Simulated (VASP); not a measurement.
A run of VASP 6.6.1 is set up as follows.

INCAR

```
AGGAC = 1.0
AGGAX = 1.0
ALDAC = 0.0
ALDAX = 1.0
ALGO = Normal
EDIFF = 1E-6
ENCUT = 520
GGA = B5
ISIF = 2
ISMEAR = -1
ISPIN = 2
LASPH = True
LCHARG = False
LMAXMIX = 4
LORBIT = 11
LREAL = False
LWAVE = False
MAGMOM = 2.5 2.5
NBANDS = 20
NELM = 150
PREC = Accurate
SIGMA = 0.15
```

File KPOINTS:

```
k-points
0
Gamma
  15 15 8
```

Contents of POSCAR:

```
Co
1.0
    2.4873650000      0.0000000000      0.0000000000
   -1.2436825000      2.1541212785      0.0000000000
    0.0000000000      0.0000000000      4.0632900000
Co
2
Direct
    0.6666666667      0.3333333333      0.2598610000
    0.3333333333      0.6666666667      0.7401390000
```

Potentials or basis: VASP PAW PBE potentials, release 64 (Co).

Command:

```sh
$ cat potpaw_PBE.64/Co/POTCAR > POTCAR
$ mpirun -np 1 vasp_std > vasp.out
```

(1) Predict the net moment.

(2) Predict the site moments.

(3) What does it give for the largest force?

Results:

(1) 3.13 μB per cell.

(2) Co +1.58 μB.

(3) 0.581 eV/Å.

Caveat: the PAW data sets were made with another functional, which shifts forces and pressure a little.
